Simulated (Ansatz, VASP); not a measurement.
# WSe2 in VASP and in Ansatz

INCAR

```
SYSTEM = WSe2
PREC = Accurate ; ENCUT = 520
EDIFF = 1E-7 ; ISMEAR = 0
SIGMA = 0.05 ; LREAL = .False.
LASPH = .True. ; NELM = 60
ALGO = Normal ; ISIF = 2
LWAVE = .False. ; LCHARG = .False.
GGA = PS ; NBANDS = 20
```

The input KPOINTS:

```
regular mesh
0
Gamma
  12 12 2
  0 0 0
```

The input POSCAR:

```
WSe2
1.0
    3.3193064686      0.0000000000      0.0000000000
   -1.6596532343      2.8746037247      0.0000000000
    0.0000000000      0.0000000000     16.6612170741
W Se
1 2
Direct
    0.0000000000      0.0000000000      0.0000000000
    0.3333333333      0.6666666667      0.1003992715
    0.3333333333      0.6666666667      0.8996007285
```

Input for Ansatz:

```yaml
crystal:
  lattice:
    - [3.3193064686, 0.0, 0.0]
    - [-1.6596532343, 2.8746037247, 0.0]
    - [0.0, 0.0, 16.6612170741]
  atoms:
    - { symbol: W, position: [0.0, 0.0, 0.0] }
    - { symbol: Se, position: [0.3333333333, 0.6666666667, 0.1003992715] }
    - { symbol: Se, position: [0.3333333333, 0.6666666667, 0.8996007285] }
basis:
  ecutwfc: 420
kpoints:
  mp_grid: { grid: [12, 12, 2] }
hamiltonian:
  xc: pbesol
scf:
  occupations: { method: gaussian, width: 0.05 }
output:
  forces: true
  stress: true
  eigenvalues: true
```

Change from the starting cell: strain +0.015 along x and y, +0.000 along z, atoms carried along.

Alike in both runs: task single point; functional PBEsol; k mesh 12 × 12 × 2; occupations gaussian, width 0.05 eV; no spin polarisation.

|  | VASP | Ansatz |
| --- | --- | --- |
| version | VASP 6.6.1 | Ansatz 0.2.0 |
| potentials or method | VASP PAW PBE potentials, release 64 (W_sv, Se), cutoff 520 eV | scalar-relativistic, plane waves, PAW |
| valence electrons in the cell | 26 | 46 |

VASP gave:

* gap on the k mesh at the Fermi level (eV): 1.53
* least direct gap on the mesh (eV): 1.53
* rms of the force components (eV/Å): 0.124

Task: Estimate Ansatz's values.

Result: gap on the k mesh at the Fermi level (eV): 1.54; least direct gap on the mesh (eV): 1.54; rms of the force components (eV/Å): 0.150.

VASP's potentials were made for PBE, not for PBEsol. Atom by atom the forces differ by 0.026 eV/Å (rms over components). The functional is the same, so the differences come from potentials, cutoffs and numerics. VASP's potentials hold 26 valence electrons a cell and Ansatz's 46, so a difference there can come from the potentials and not from the codes.

Spin-orbit coupling is off throughout.
